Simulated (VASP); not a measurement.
Here is a VASP 6.6.1 calculation.

Contents of INCAR:

```
SYSTEM = Nb
  ALGO = Normal
  EDIFF = 1E-7
  ENCUT = 520
  GGA = CA
  ISIF = 2
  ISMEAR = -1
  LASPH = .True.
  LCHARG = .False.
  LREAL = .False.
  LWAVE = .False.
  NBANDS = 12
  NELM = 100
  PREC = Accurate
  SIGMA = 0.03
```

The input KPOINTS:

```
k-points
0
Gamma
  13 13 13
  0 0 0
```

File POSCAR:

```
Nb
1.0
    0.0211500000      2.1255750000      2.1255750000
    2.1255750000      0.0211500000      2.1255750000
    2.1255750000      2.1255750000      0.0211500000
Nb
1
Direct
    0.0000000000      0.0000000000      0.0000000000
```

Potentials or basis: VASP PAW LDA potentials, release 64 (Nb_sv).

Launch:

```bash
$ cat potpaw_LDA.64/Nb_sv/POTCAR > POTCAR
$ mpirun -np 1 vasp_std > vasp.out
```

(1) Predict the pressure.

(2) Estimate the band gap on the k mesh.

Answers

(1) -10.4 GPa.

(2) zero (an odd number of electrons rules out a gap without spin polarisation).

Caveat: the cell differs from its parent crystal (equal xy, yz and zx shear strains of +1 %); the cell stands under tension.
